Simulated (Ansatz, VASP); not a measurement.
SrO: VASP beside Ansatz

Contents of INCAR:

```
SYSTEM = SrO
PREC = Accurate
ENCUT = 600
EDIFF = 1E-6
ISMEAR = -1
SIGMA = 0.2
LREAL = .FALSE.
LASPH = .TRUE.
NELM = 120
ALGO = Normal
ISIF = 2
LWAVE = .FALSE.
LCHARG = .FALSE.
GGA = PE
NBANDS = 15
GGA_COMPAT = .FALSE.
```

KPOINTS

```
Automatic mesh
0
G
  6 6 6
  0 0 0
```

File POSCAR:

```
SrO
1.0
    3.1028650671      0.0000000000      0.0000000000
    0.0000000000      3.1028650671      0.0000000000
    0.0000000000      0.0000000000      3.1028650671
Sr O
1 1
Direct
    0.0000000000      0.0000000000      0.0000000000
    0.5000000000      0.5000000000      0.5000000000
```

Input for Ansatz:

```yaml
crystal:
  lattice:
    - [3.1028650671, 0.0, 0.0]
    - [0.0, 3.1028650671, 0.0]
    - [0.0, 0.0, 3.1028650671]
  atoms:
    - { symbol: Sr, position: [0.0, 0.0, 0.0] }
    - { symbol: O, position: [0.5, 0.5, 0.5] }
kpoints:
  mp_grid: { grid: [6, 6, 6] }
hamiltonian:
  xc: pbe
scf:
  occupations: { method: fermi_dirac, width: 0.2 }
  n_extra_bands: 4
output:
  forces: true
  stress: true
  eigenvalues: true
```

Alike in both runs: task single point; functional PBE; k mesh 6 × 6 × 6; occupations fermi-dirac, width 0.2 eV; no spin polarisation.

|  | VASP | Ansatz |
| --- | --- | --- |
| version | VASP 6.6.1 | Ansatz 0.2.0 |
| potentials or method | VASP PAW PBE potentials, release 64 (Sr_sv, O) | plane waves |
| plane-wave cutoff (eV) | 600 | 420 |
| valence electrons in the cell | 16 | 16 |

```tsv
	VASP	Ansatz	Ansatz less VASP
pressure (GPa)	3.5	2.8	-0.68
```

The functional is the same, so the differences come from potentials, cutoffs and numerics.
